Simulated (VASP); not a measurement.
Input of a VASP 6.6.1 run:

The input INCAR:

```
ALGO     = Normal         # electronic algorithm
EDIFF    = 1E-6           # SCF threshold, eV
EDIFFG   = -0.003         # ionic threshold
ENCUT    = 520            # plane-wave cutoff, eV
GGA      = PE             # functional
IBRION   = 2              # ionic algorithm
ISIF     = 2              # what is computed and relaxed
ISMEAR   = 0              # smearing method
LASPH    = T              # aspherical terms in the spheres
LCHARG   = F              # write CHGCAR
LREAL    = F              # projectors in reciprocal space
LWAVE    = F              # write WAVECAR
NELM     = 100            # most SCF steps
NSW      = 80             # ionic steps
PREC     = Accurate       # precision mode
SIGMA    = 0.01           # smearing width, eV
```

Contents of KPOINTS:

```
k-points
0
Gamma
  8 8 8
```

POSCAR

```
FeSi
1.0
    4.4300000000      0.0000000000      0.0000000000
    0.0000000000      4.4300000000      0.0000000000
    0.0000000000      0.0000000000      4.4300000000
Fe Si
4 4
Direct
    0.1365200000      0.1365200000      0.1365200000
    0.3634800000      0.8634800000      0.6365200000
    0.6365200000      0.3634800000      0.8634800000
    0.8634800000      0.6365200000      0.3634800000
    0.8424000000      0.8424000000      0.8424000000
    0.6576000000      0.1576000000      0.3424000000
    0.3424000000      0.6576000000      0.1576000000
    0.1576000000      0.3424000000      0.6576000000
```

Potentials or basis: VASP PAW PBE potentials, release 64 (Fe, Si).

Run with:

```console
$ cat potpaw_PBE.64/Fe/POTCAR potpaw_PBE.64/Si/POTCAR > POTCAR
$ mpirun -np 1 vasp_std > vasp.out
```

**Question.** Estimate the energy gained by relaxing.

**Answer.** 0.5 meV/atom.

**Question.** Predict the band gap on the k mesh.

**Answer.** 0.16 eV (least direct gap 0.17 eV).

Final structure:
```
CELL_PARAMETERS angstrom
4.43000 0.00000 0.00000
0.00000 4.43000 0.00000
0.00000 0.00000 4.43000
ATOMIC_POSITIONS crystal
Fe 0.13694 0.13694 0.13694
Fe 0.36306 0.86306 0.63694
Fe 0.63694 0.36306 0.86306
Fe 0.86306 0.63694 0.36306
Si 0.84102 0.84102 0.84102
Si 0.65898 0.15898 0.34102
Si 0.34102 0.65898 0.15898
Si 0.15898 0.34102 0.65898
```

A k mesh can miss the band edges. Spin polarisation is off, so any magnetic state and its effect on volume and gap are missing.
